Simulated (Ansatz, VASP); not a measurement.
# Two plane-wave programs on Ca

```
Ca
1.0
     3.12952    1.80683    1.27740
    -3.12952    1.80683    1.27740
     0.00000   -3.61366    1.27740
Ca
1
Direct
  0.50000 0.50000 0.50000
```

Alike in both runs: functional r2SCAN; k mesh 18 × 18 × 18; occupations gaussian, width 0.1 eV; no spin polarisation.

Ansatz relaxed the structure, and its values are those at the end. VASP's run is a single point on that final structure, the one shown.

```csv
,VASP,Ansatz
version,VASP 6.6.1,Ansatz 0.2.0
potentials or method,"VASP PAW PBE potentials, release 64 (Ca_sv), cutoff 520 eV","scalar-relativistic, plane waves, PAW"
valence electrons in the cell,10,10
```

VASP gave:

| Quantity | Value |
| --- | --- |
| gap on the k mesh at the Fermi level (eV) | none |
| pressure (GPa) | 0.1 |

Question: What did Ansatz give for the same quantities?

Answer: gap on the k mesh at the Fermi level (eV): none; pressure (GPa): 0.0.

VASP's potentials were made for PBE, not for r2SCAN. A gap of «none» marks a metal or a gap that the smearing closes. The functional is the same, so the differences come from potentials, cutoffs and numerics.
